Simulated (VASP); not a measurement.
KTaO3, 5 atoms in the cell. Symmetry: P4/mmm, No. 123, tetragonal system. Conventional cell: a = 3.988 Å, b = 3.988 Å, c = 3.789 Å, α = 90.00°, β = 90.00°, γ = 90.00°. Within 3.6 Å of K (site symmetry 4/mmm) lie 12 O at 2.75 to 2.82 Å and 8 Ta at 3.40 Å. Ta (site symmetry 4/mmm) has 6 O at 1.89 to 1.99 Å within 2.5 Å. Within 2.5 Å of O (site symmetry 4/mmm) lie 2 Ta at 1.89 Å. O (site symmetry mmm) has 2 Ta at 1.99 Å within 2.6 Å.  This cell differs from its parent crystal: strain -0.0500 x Voigt [1, 0, 0, 0, 0, 0].

* Program: VASP 6.6.1
* Task: single point
* Functional: r2SCAN
* Potentials or basis: VASP PAW PBE potentials, release 64 (K_sv, Ta_pv, O)
* Cutoff: 520 eV
* k mesh: 6 × 6 × 6
* Occupations: gaussian, width 0.05 eV
* Spin: no spin polarisation
* Dipole correction: no
* Further INCAR settings: ALGO = Normal; EDIFF = 1e-06; NBANDS = 27

Potentials or basis: VASP PAW PBE potentials, release 64 (K_sv, Ta_pv, O).

The run is started by

```console
$ cat potpaw_PBE.64/K_sv/POTCAR potpaw_PBE.64/Ta_pv/POTCAR potpaw_PBE.64/O/POTCAR > POTCAR
$ cp INCAR.step1 INCAR
$ mpirun -np 1 vasp_std > vasp.out
$ cp INCAR.step2 INCAR
$ mpirun -np 1 vasp_std > vasp.out
```

Hardware: 1 thread of Intel(R) Xeon(R) Platinum 8488C (Sapphire Rapids), with other jobs on the host.

How long does it take, and how much memory?

Wall time 2.5 min on 1 thread of Intel(R) Xeon(R) Platinum 8488C (Sapphire Rapids), with other jobs on the host, peak memory 0.21 GiB. Counts: k points 40.
